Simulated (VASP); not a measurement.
Crystal: SrOs.

```
Sr Os
1.0
     3.60037    0.00000    0.00000
     0.00000    3.60037    0.00000
     0.00000    0.00000    3.60037
Sr Os
1 1
Direct
  0.00000 0.00000 0.00000
  0.50000 0.50000 0.50000
```

Base run:

- Program: VASP 6.6.1
- Functional: PBE
- Potentials or basis: VASP PAW PBE potentials, release 64 (Sr_sv, Os)
- Cutoff: 520 eV
- k mesh: 10 × 10 × 10
- Occupations: gaussian, width 0.05 eV
- Spin: no spin polarisation

Its results: band gap on the k mesh zero (bands 9 and 10 overlap by 1.63 eV); pressure 0.3 GPa.

Problem. After a change of settings the same cell gave: band gap on the k mesh zero (bands 9 and 10 overlap by 1.56 eV); pressure -6.3 GPa. Which change was it?
A. functional from PBE to r2SCAN; further incar settings from ALGO = Normal; EDIFF = 1e-07; NBANDS = 16 to ALGO = Normal; EDIFF = 1e-06; NBANDS = 16
B. functional from PBE to PBEsol; further incar settings from ALGO = Normal; EDIFF = 1e-07; NBANDS = 16 to ALGO = Normal; EDIFF = 1e-06; NBANDS = 16
C. further incar settings from ALGO = Normal; EDIFF = 1e-07; NBANDS = 16 to ALGO = Normal; EDIFF = 1e-06; NBANDS = 16
D. functional from PBE to LDA; potentials or basis from VASP PAW PBE potentials, release 64 (Sr_sv, Os) to VASP PAW LDA potentials, release 64 (Sr_sv, Os)

Solution. D.

Caveats: spin-orbit coupling is left out, which moves the levels of the heavy elements; the cell stands under tension (at least some runs).
